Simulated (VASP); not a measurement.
# PbF2 (Fm-3m) in VASP: further runs

PbF2 is run at these levels: PBE, LDA; tasks: single point.

All numbers are computed with VASP 6.6.1; they aren't measurements. Logs are shortened: lines on timing, memory, paths and dates and some standing lists are left out, and cuts for length are marked.

## Step 1: The cell of the first run

Symmetry: Fm-3m, No. 225, cubic system. The conventional cell has a = 5.921 Å, b = 5.921 Å, c = 5.921 Å, α = 90.00°, β = 90.00°, γ = 90.00°. Within 3.4 Å of Pb (site symmetry m-3m) lie 8 F at 2.56 Å. Within 3.4 Å of F (site symmetry -43m) lie 4 Pb at 2.56 Å and 6 F at 2.96 Å.

## Step 2: Single point, PBE

INCAR

```
  ALGO = Normal
  EDIFF = 1E-7
  ENCUT = 520
  GGA = PE
  ISIF = 2
  ISMEAR = -1
  LASPH = True
  LCHARG = False
  LREAL = False
  LWAVE = False
  NBANDS = 21
  NELM = 80
  PREC = Accurate
  SIGMA = 0.02
```

KPOINTS

```
k-points
0
Gamma
  8 8 8
```

POSCAR

```
PbF2
1.0
    0.0000000000      2.9604381116      2.9604381116
    2.9604381116      0.0000000000      2.9604381116
    2.9604381116      2.9604381116      0.0000000000
Pb F
1 2
Direct
    0.0000000000      0.0000000000      0.0000000000
    0.2500000000      0.2500000000      0.2500000000
    0.7500000000      0.7500000000      0.7500000000
```

Potentials or basis: VASP PAW PBE potentials, release 64 (Pb_d, F).

Launch:

```sh
cat potpaw_PBE.64/Pb_d/POTCAR potpaw_PBE.64/F/POTCAR > POTCAR
mpirun -np 1 vasp_std > vasp.out
```

OUTCAR:

```text
EDIFF = 1E-7
   ENCUT = 520
   GGA = PE
   ISIF = 2
   ISMEAR = -1
   LASPH = True
   LREAL = False
   NELM = 80
   PREC = Accurate

 ion  position               nearest neighbor table
   1  0.000  0.000  0.000-   3 2.56   3 2.56   3 2.56   2 2.56   3 2.56   2 2.56   2 2.56   2 2.56

   2  0.250  0.250  0.250-   1 2.56   1 2.56   1 2.56   1 2.56
   3  0.750  0.750  0.750-   1 2.56   1 2.56   1 2.56   1 2.56

  LATTYP: Found a face centered cubic cell.
 ALAT       =     5.9208762232

  Lattice vectors:

 A1 = (   0.0000000000,   2.9604381116,   2.9604381116)
 A2 = (   2.9604381116,   0.0000000000,   2.9604381116)
 A3 = (   2.9604381116,   2.9604381116,   0.0000000000)

Analysis of symmetry for initial positions (statically):
=====================================================================
 Subroutine PRICEL returns:
 Original cell was already a primitive cell.

 Routine SETGRP: Setting up the symmetry group for a
 face centered cubic supercell.

 Subroutine GETGRP returns: Found 48 space group operations
 (whereof 48 operations were pure point group operations)
 out of a pool of 48 trial point group operations.

The static configuration has the point symmetry O_h .

Analysis of symmetry for dynamics (positions and initial velocities):
=====================================================================
 Subroutine PRICEL returns:
 Original cell was already a primitive cell.

 Routine SETGRP: Setting up the symmetry group for a
 face centered cubic supercell.

 Subroutine GETGRP returns: Found 48 space group operations
 (whereof 48 operations were pure point group operations)
 out of a pool of 48 trial point group operations.

The dynamic configuration has the point symmetry O_h .

 Subroutine INISYM returns: Found 48 space group operations
 (whereof 48 operations are pure point group operations),
 and found     1 'primitive' translations

----------------------------------------------------------------------------------------

                                     Primitive cell

  volume of cell :      51.8917

  direct lattice vectors                    reciprocal lattice vectors
     0.000000000  2.960438112  2.960438112    -0.168893921  0.168893921  0.168893921
     2.960438112  0.000000000  2.960438112     0.168893921 -0.168893921  0.168893921
     2.960438112  2.960438112  0.000000000     0.168893921  0.168893921 -0.168893921

  length of vectors
     4.186691728  4.186691728  4.186691728     0.292532852  0.292532852  0.292532852

  position of ions in fractional coordinates (direct lattice)
     0.000000000  0.000000000  0.000000000
     0.250000000  0.250000000  0.250000000
     0.750000000  0.750000000  0.750000000

  ion indices of the primitive-cell ions
   primitive index   ion index
                 1           1
                 2           2
                 3           3

----------------------------------------------------------------------------------------

 KPOINTS: k-points

Automatic generation of k-mesh.
 Grid dimensions read from file:
 generate k-points for:    8    8    8

 Generating k-lattice:

  Cartesian coordinates                     Fractional coordinates (reciprocal lattice)
    -0.021111740  0.021111740  0.021111740     0.125000000  0.000000000  0.000000000
     0.021111740 -0.021111740  0.021111740     0.000000000  0.125000000  0.000000000
     0.021111740  0.021111740 -0.021111740     0.000000000  0.000000000  0.125000000

  Length of vectors
     0.036566606  0.036566606  0.036566606

  Shift w.r.t. Gamma in fractional coordinates (k-lattice)
     0.000000000  0.000000000  0.000000000

 Subroutine IBZKPT returns following result:
 ===========================================

 Found     29 irreducible k-points:

 Following reciprocal coordinates:
            Coordinates               Weight
  0.000000  0.000000  0.000000      1.000000
  0.125000  0.000000  0.000000      8.000000
  0.250000  0.000000  0.000000      8.000000
  0.375000  0.000000  0.000000      8.000000
  0.500000  0.000000  0.000000      4.000000
  0.125000  0.125000  0.000000      6.000000
[... 16 lines left out ...]
  0.500000  0.250000  0.125000     48.000000
 -0.375000  0.250000  0.125000     24.000000
 [... further k-points ...]
   k-points           NKPTS =     29   k-points in BZ     NKDIM =     29   number of bands    NBANDS=     21
   number of dos      NEDOS =    301   number of ions     NIONS =      3
   total plane-waves  NPLWV =  32768
   dimension x,y,z NGX =    32 NGY =   32 NGZ =   32
   dimension x,y,z NGXF=    64 NGYF=   64 NGZF=   64
   ions per type =               1   2
   NGX,Y,Z   is equivalent  to a cutoff of  12.71, 12.71, 12.71 a.u.
   NGXF,Y,Z  is equivalent  to a cutoff of  25.41, 25.41, 25.41 a.u.
 SYSTEM =  unknown system
   PREC   = accura    normal or accurate (medium, high low for compatibility)
   ISTART =      0    job   : 0-new  1-cont  2-samecut
   ICHARG =      2    charge: 1-file 2-atom 10-const
   ISPIN  =      1    spin polarized calculation?
   LNONCOLLINEAR =      F non collinear calculations
   LSORBIT =      F    spin-orbit coupling
   LASPH  =      T    aspherical Exc in radial PAW
   ENCUT  =  520.0 eV  38.22 Ry    6.18 a.u.   7.78  7.78  7.78*2*pi/ulx,y,z
   NELM   =     80;   NELMIN=  2; NELMDL= -5     # of ELM steps
   EDIFF  = 0.1E-06   stopping-criterion for ELM
   LREAL  =      F    real-space projection
   EDIFFG = 0.1E-05   stopping-criterion for IOM
   NSW    =      0    number of steps for IOM
   IBRION =     -1    ionic relax: 0-MD 1-quasi-New 2-CG
   NFREE  =      0    steps in history (QN), initial steepest desc. (CG)
   ISIF   =      2    stress and relaxation
   ISYM   =      2    0-nonsym 1-usesym 2-fastsym
   POTIM  = 0.5000    time-step for ionic-motion
   TEBEG  =    0.0;   TEEND  =   0.0 temperature during run
   PSTRESS=    0.0 pullay stress
   NELECT =      28.0000    total number of electrons
   NUPDOWN=      -1.0000    fix difference up-down
   EMIN   =  10.00;   EMAX   =-10.00  energy-range for DOS
   EFERMI =   0.00;   METHOD = LEGACY
   ISMEAR =    -1;   SIGMA  =   0.02  broadening in eV -4-tet -1-fermi 0-gaus
   EFERMI_NEDOS =   21; number of points for ismear=-14 and -15
   IALGO  =     38    algorithm
   IMIX   =      4    mixing-type and parameters
     AMIX     =   0.40;   BMIX     =  1.00
     AMIX_MAG =   1.60;   BMIX_MAG =  1.00
  volume/ion in A,a.u.               =      17.30       116.73
  Fermi-wavevector in a.u.,A,eV,Ry     =   1.332789  2.518607 24.168403  1.776328
  Thomas-Fermi vector in A             =   2.461697
   LORBIT       =      0    0 simple, 1 ext, 2 COOP (PROOUT), +10 PAW based schemes
   GGA     = PE    functional components
   LHFCALC =     F    Hartree Fock is set to
   AEXX    =    0.0000 exact exchange contribution
   IVDW    =     0    specifies the selected vdW correction
   LEPSILON=     F    determine dielectric tensor
   LRPA    =     F    only Hartree local field effects (RPA)
 non-spin polarized calculation
  energy-cutoff  :      520.00
  volume of cell :       51.89
 maximum number of plane-waves:      1411
   NGX = 15   NGY = 15   NGZ = 15

 number of electron      28.0000003 magnetization

 Free energy of the ion-electron system (eV)
  ---------------------------------------------------
  ext. energy  EPLUGINS =         0.00000000
  ---------------------------------------------------
  free energy    TOTEN  =       -14.33100311 eV

  energy without entropy =      -14.33100311  energy(sigma->0) =      -14.33100311

 E-fermi :   2.4091     XC(G=0):  -9.4226

 val. band max:        1.9301274535   @ k =  -0.2500   0.5000   0.2500
 cond. band min:       6.3453386186   @ k =   0.5000   0.5000   0.0000
 fundamental gap:      4.4152111651
 Fermi energy:         2.4090798489

 k-point     1 :       0.0000    0.0000    0.0000
  band No.  band energies     occupation
      1     -19.1951      2.00000
      2     -18.5684      2.00000
      3     -12.5115      2.00000
      4     -12.5115      2.00000
      5     -12.5115      2.00000
      6     -12.4534      2.00000
[... 13 lines left out ...]
     20      17.0859      0.00000
     21      19.4600      0.00000

 k-point     2 :       0.1250    0.0000    0.0000
  band No.  band energies     occupation
      1     -19.1645      2.00000
      2     -18.5964      2.00000
      3     -12.5052      2.00000
      4     -12.5052      2.00000
      5     -12.4790      2.00000
      6     -12.4534      2.00000
[... 13 lines left out ...]
     20      16.6624      0.00000
     21      18.8603      0.00000

 k-point     3 :       0.2500    0.0000    0.0000
  band No.  band energies     occupation
      1     -19.0845      2.00000
      2     -18.6676      2.00000
      3     -12.4954      2.00000
      4     -12.4954      2.00000
      5     -12.4475      2.00000
      6     -12.4475      2.00000
[... 13 lines left out ...]
     20      16.0931      0.00000
     21      17.6264      0.00000

 k-point     4 :       0.3750    0.0000    0.0000
  band No.  band energies     occupation
      1     -18.9821      2.00000
      2     -18.7595      2.00000
      3     -12.4940      2.00000
      4     -12.4940      2.00000
      5     -12.4331      2.00000
      6     -12.4331      2.00000
[... 13 lines left out ...]
     20      15.7730      0.00000
     21      16.5957      0.00000

 k-point     5 :       0.5000    0.0000    0.0000
  band No.  band energies     occupation
      1     -18.9049      2.00000
      2     -18.8313      2.00000
      3     -12.4950      2.00000
      4     -12.4950      2.00000
      5     -12.4255      2.00000
      6     -12.4255      2.00000
[... 13 lines left out ...]
     20      15.6832      0.00000
     21      16.1974      0.00000
[... 382 lines left out ...]
     20      18.6205      0.00000
     21      19.2431      0.00000

 k-point    22 :       0.3750    0.2500    0.1250
  band No.  band energies     occupation
      1     -19.0282      2.00000
      2     -18.7146      2.00000
      3     -12.4753      2.00000
      4     -12.4715      2.00000
      5     -12.4590      2.00000
      6     -12.4297      2.00000
[... 13 lines left out ...]
     20      17.2760      0.00000
     21      18.1081      0.00000

 k-point    23 :       0.5000    0.2500    0.1250
  band No.  band energies     occupation
      1     -18.9466      2.00000
      2     -18.7852      2.00000
      3     -12.4750      2.00000
      4     -12.4668      2.00000
      5     -12.4415      2.00000
      6     -12.4078      2.00000
[... 13 lines left out ...]
     20      17.8314      0.00000
     21      18.3722      0.00000

 k-point    24 :      -0.3750    0.2500    0.1250
  band No.  band energies     occupation
      1     -18.8820      2.00000
      2     -18.8451      2.00000
      3     -12.4751      2.00000
      4     -12.4683      2.00000
      5     -12.4296      2.00000
      6     -12.3990      2.00000
[... 13 lines left out ...]
     20      18.0414      0.00000
     21      18.4959      0.00000

 [... further k-points ...]
[... 5 lines left out ...]
  --------------------------------------------------------------------------------------
  -------------------------------------------------------------------------------------
  Total        0.8877431      0.8877431      0.8877431      0.0000000      0.0000000      0.0000000
  in kB       27.4094245     27.4094245     27.4094245      0.0000000      0.0000000      0.0000000
  external PRESSURE =      27.4094245 kB  Pullay stress =       0.0000000 kB

 VOLUME and BASIS-vectors are now :
 -----------------------------------------------------------------------------
  energy-cutoff  :      520.00
  volume of cell :       51.89
      direct lattice vectors                 reciprocal lattice vectors
     0.000000000  2.960438112  2.960438112    -0.168893921  0.168893921  0.168893921
     2.960438112  0.000000000  2.960438112     0.168893921 -0.168893921  0.168893921
     2.960438112  2.960438112  0.000000000     0.168893921  0.168893921 -0.168893921

 POSITION                                       TOTAL-FORCE (eV/Angst)
 -----------------------------------------------------------------------------------
      0.00000      0.00000      0.00000         0.000000      0.000000     -0.000000
      1.48022      1.48022      1.48022         0.000000     -0.000000     -0.000000
      4.44066      4.44066      4.44066        -0.000000      0.000000      0.000000
 -----------------------------------------------------------------------------------
    total drift:                                0.000000     -0.000000      0.000000

  FREE ENERGIE OF THE ION-ELECTRON SYSTEM (eV)
  ---------------------------------------------------
  free  energy   TOTEN  =       -14.3310031111 eV

  energy  without entropy=      -14.3310031111  energy(sigma->0) =      -14.33100311
```

Wall time 12 s (1 thread of AMD EPYC 9R45 (Zen 5), shared host); peak memory 0.15 GiB.

What came out:

```yaml
Free_energy: -14.3310 eV
Pressure: 2.7 GPa
Band_gap_on_the_k_mesh: 4.42 eV, indirect (least direct gap 4.56 eV)
```

Levels at points of the mesh, in eV from the valence-band top:
| k point | band 11 | band 12 | band 13 | band 14 | band 15 | band 16 | band 17 | band 18 |
| --- | --- | --- | --- | --- | --- | --- | --- | --- |
| (0.00, 0.00, 0.00) | -2.50 | -2.00 | -2.00 | -2.00 | 6.78 | 6.78 | 6.78 | 10.65 |
| (0.50, 0.00, 0.00) | -2.70 | -2.17 | -2.17 | -0.03 | 5.03 | 7.68 | 7.68 | 13.23 |
| (0.50, 0.50, 0.00) | -1.58 | -1.57 | -1.57 | -0.15 | 4.42 | 7.91 | 7.91 | 8.95 |

Caveat: spin-orbit coupling is left out, which moves the levels of the heavy elements. A k mesh can miss the band edges.

## Step 3: Single point, LDA

INCAR

```
SYSTEM = PbF2
PREC = Accurate ; ENCUT = 520
EDIFF = 1E-6 ; ISMEAR = 0
SIGMA = 0.01 ; LREAL = .FALSE.
LASPH = .TRUE. ; NELM = 100
ALGO = Normal ; ISIF = 2
LWAVE = .FALSE. ; LCHARG = .TRUE.
LELF = .TRUE. ; LVHAR = .TRUE.
NBANDS = 21
```

KPOINTS

```
regular mesh
0
G
  8 8 8
  0 0 0
```

POSCAR is that of step 2.

Potentials or basis: VASP PAW LDA potentials, release 64 (Pb_d, F).

Launch:

```sh
cat potpaw_LDA.64/Pb_d/POTCAR potpaw_LDA.64/F/POTCAR > POTCAR
mpirun -np 1 vasp_std > vasp.out
```

It took 12 s on 1 thread of AMD EPYC 9R45 (Zen 5), shared host; peak memory 0.13 GiB.

Results (log left out):

```
Free energy            : -15.9200 eV
Pressure               : -4.3 GPa
Band gap on the k mesh : 4.22 eV, indirect (least direct gap 4.38 eV)
```

Levels at points of the mesh, in eV from the valence-band top:
| k point | band 10 | band 11 | band 12 | band 13 | band 14 | band 15 | band 16 | band 17 | band 18 | band 19 |
| --- | --- | --- | --- | --- | --- | --- | --- | --- | --- | --- |
| (0.00, 0.00, 0.00) | -2.53 | -2.53 | -2.02 | -2.02 | -2.02 | 6.57 | 6.57 | 6.57 | 10.27 | 14.84 |
| (0.50, 0.00, 0.00) | -2.75 | -2.75 | -2.19 | -2.19 | -0.03 | 4.82 | 7.51 | 7.51 | 12.83 | 13.42 |
| (0.50, 0.50, 0.00) | -3.66 | -1.58 | -1.58 | -1.58 | -0.16 | 4.22 | 7.75 | 7.75 | 8.53 | 13.95 |

Caveat: spin-orbit coupling is left out, which moves the levels of the heavy elements. A k mesh can miss the band edges.
